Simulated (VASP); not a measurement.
Ni: relaxation of cell and atoms with PBE

Crystal: Ni.

```
Ni
1.0
     2.48894    0.00000    0.00000
    -1.24447    2.15548    0.00000
     0.00000    0.00000    4.07922
Ni
2
Direct
  0.33333 0.66667 0.25000
  0.66667 0.33333 0.75000
```

This isn't the form of Ni at room conditions, which is fcc.

```yaml
Program: VASP 6.6.1
Task: relaxation of cell and atoms
Functional: PBE
Potentials_or_basis: VASP PAW PBE potentials, release 64 (Ni)
Cutoff: 600 eV
k_mesh: 18 × 18 × 10
Occupations: gaussian, width 0.1 eV
Spin: collinear spin, ferromagnetic start
Starting_moments: "[0.83, 0.83] μB"
Dipole_correction: no
Further_INCAR_settings: ALGO = Normal; EDIFF = 1e-06; IBRION = 2; EDIFFG = -0.01; NSW = 80; ISIF = 3
```

- Relaxed volume: 10.91 Å³/atom
- Relaxed cell: a = 2.482 Å, b = 2.482 Å, c = 4.089 Å, α = 90.00°, β = 90.00°, γ = 120.00°
- Space group after relaxing (to 0.1 Å): P6_3/mmc (No. 194)
- Energy gained by relaxing: 0.2 meV/atom
- Ionic steps: 6
- Pressure after relaxing: 0.0 GPa
- Net moment: 1.22 μB per cell
- Site moments: Ni +0.62 μB
- Valence electrons inside the program's atomic spheres: Ni 9.31

Step by step:
| step | energy change (eV) | largest force (eV/Å) | pressure (GPa) | volume (Å³) |
| --- | --- | --- | --- | --- |
| 1 | 0.0000 | 0.0000 | -0.64 | 21.88 |
| 2 | -0.0002 | 0.0000 | 0.57 | 21.75 |
| 3 | -0.0003 | 0.0000 | 0.22 | 21.80 |
| 4 | -0.0003 | 0.0000 | 0.16 | 21.80 |
| 5 | -0.0003 | 0.0000 | 0.03 | 21.82 |
| 6 | -0.0003 | 0.0000 | -0.05 | 21.82 |

Final structure:
```xyz
2
Lattice="2.4824 0.0000 0.0000 -1.2412 2.1498 0.0000 0.0000 0.0000 4.0894" Properties=species:S:1:pos:R:3 pbc="T T T"
Ni    0.0000    1.4332    1.0224
Ni    1.2412    0.7166    3.0671
```

Levels at points of the mesh, in eV from the Fermi level:
Spin up:
```csv
k point,band 9,band 10,band 11,band 12,band 13,band 14
"(0.00, 0.00, 0.00)",-1.63,-0.71,-0.71,-0.40,5.51,22.65
"(0.50, 0.00, 0.00)",-0.54,-0.49,1.16,3.03,9.26,9.79
"(0.00, 0.00, 0.50)",-1.00,-1.00,-1.00,-1.00,14.15,14.15
"(0.50, 0.00, 0.50)",-0.53,-0.53,1.45,1.45,6.76,6.76
```
Spin down:
```csv
k point,band 6,band 7,band 8,band 9,band 10,band 11,band 12,band 13
"(0.00, 0.00, 0.00)",-1.39,-1.39,-0.98,-0.98,-0.45,-0.02,-0.02,5.91
"(0.50, 0.00, 0.00)",-1.74,-1.38,0.14,0.16,0.27,1.62,3.40,9.37
"(0.00, 0.00, 0.50)",-1.71,-1.71,-1.71,-0.30,-0.30,-0.30,-0.30,14.28
"(0.50, 0.00, 0.50)",-0.90,-0.39,-0.39,0.22,0.22,1.59,1.59,7.08
```

Run time: 3.3 min on 1 thread of Intel(R) Xeon(R) 6975P-C (Granite Rapids) (shared host), peak memory 0.26 GiB.
